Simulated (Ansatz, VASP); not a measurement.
## RbBr: VASP beside Ansatz

Contents of INCAR:

```
SYSTEM = RbBr
ALGO = Normal
EDIFF = 1E-7
ENCUT = 520
GGA = PS
GGA_COMPAT = .FALSE.
ISIF = 2
ISMEAR = 0
LASPH = .TRUE.
LCHARG = .FALSE.
LNONCOLLINEAR = .TRUE.
LORBIT = 11
LORBMOM = .TRUE.
LREAL = .FALSE.
LSORBIT = .TRUE.
LWAVE = .FALSE.
MAGMOM = 0 0 0 0 0 0
NBANDS = 28
NELM = 150
PREC = Accurate
SIGMA = 0.01
```

The input KPOINTS:

```
k-points
0
G
  6 6 6
  0 0 0
```

The input POSCAR:

```
RbBr
1.0
    0.0000000000      3.4077988528      3.4077988528
    3.4077988528      0.0000000000      3.4077988528
    3.4077988528      3.4077988528      0.0000000000
Rb Br
1 1
Direct
    0.0000000000      0.0000000000      0.0000000000
    0.5000000000      0.5000000000      0.5000000000
```

Input for Ansatz:

```yaml
crystal:
  lattice:
    - [0.0, 3.40779885283, 3.40779885283]
    - [3.40779885283, 0.0, 3.40779885283]
    - [3.40779885283, 3.40779885283, 0.0]
  atoms:
    - { symbol: Rb, position: [0.0, 0.0, 0.0] }
    - { symbol: Br, position: [0.5, 0.5, 0.5] }
kpoints:
  mp_grid: { grid: [6, 6, 6] }
scf:
  occupations: { method: fixed }
  convergence: { dr2_threshold: 1.0e-10 }
hamiltonian:
  xc: pbesol
  pseudopotentials: { kind: all_electron, lapw: { basis_error: 0.0005 } }
magnetization:
  noncollinear: true
  spin_orbit: true
output:
  forces: true
  stress: true
  eigenstates:
    kpoints:
      - [0.0, 0.0, 0.0]
      - [-0.5, 0.0, -0.5]
      - [0.0, -0.5, -0.5]
      - [-0.5, -0.5, 0.0]
      - [-0.5, 0.0, 0.0]
      - [0.0, -0.5, 0.0]
      - [0.0, 0.0, -0.5]
      - [-0.5, -0.5, -0.5]
  eigenvalues: true
```

Alike in both runs: task single point; functional PBEsol; k mesh 6 × 6 × 6; non-collinear spin, spin-orbit coupling.

|  | VASP | Ansatz |
| --- | --- | --- |
| version | VASP 6.6.1 | Ansatz 0.2.0 |
| potentials or method | VASP PAW PBE potentials, release 64 (Rb_sv, Br), cutoff 520 eV | all-electron LAPW |
| occupations | gaussian, width 0.01 eV | fixed |

|  | VASP | Ansatz | Ansatz less VASP |
| --- | --- | --- | --- |
| pressure (GPa) | 0.2 | 0.2 | -0.04 |
| net moment per atom (μB) | 0.00 | 0.00 | 0.000 |

VASP's potentials were made for PBE, not for PBEsol. Ansatz ran all-electron here, and VASP with PAW potentials.
